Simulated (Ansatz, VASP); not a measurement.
## Two plane-wave programs on F

```
F
1.0
     3.00236   -1.76122    0.31685
     3.00236    1.76122    0.31685
    -0.83206    0.00000    6.63292
F
4
Direct
  0.91386 0.58555 0.09393
  0.41445 0.08614 0.40607
  0.08614 0.41445 0.90607
  0.58555 0.91386 0.59393
```

Change from the starting cell: volume 17.769 Å^3 an atom, stretch along a over the lengths across it, relative to the relaxed cell 1.0835.

Alike in both runs: task single point; functional PBE; dispersion D3(BJ); k mesh 8 × 8 × 4; occupations gaussian, width 0.05 eV; no spin polarisation.

```csv
,VASP,Ansatz
version,VASP 6.6.1,Ansatz 0.2.0
potentials or method,"VASP PAW PBE potentials, release 64 (F), cutoff 520 eV","scalar-relativistic, plane waves, PAW"
valence electrons in the cell,28,28
```

Ansatz gave:

```
gap on the k mesh at the Fermi level (eV)                     : 3.32
least direct gap on the mesh (eV)                             : 3.32
pressure (GPa)                                                : 1.9
traceless stress, the component that is largest in VASP (GPa) : 2.75
rms of the force components (eV/Å)                            : 0.505
```

Q: What did VASP give for the same quantities?

A: gap on the k mesh at the Fermi level (eV): 3.25; least direct gap on the mesh (eV): 3.25; pressure (GPa): 2.3; traceless stress, the component that is largest in VASP (GPa): 3.98; rms of the force components (eV/Å): 0.745.

Atom by atom the forces differ by 0.240 eV/Å (rms over components).
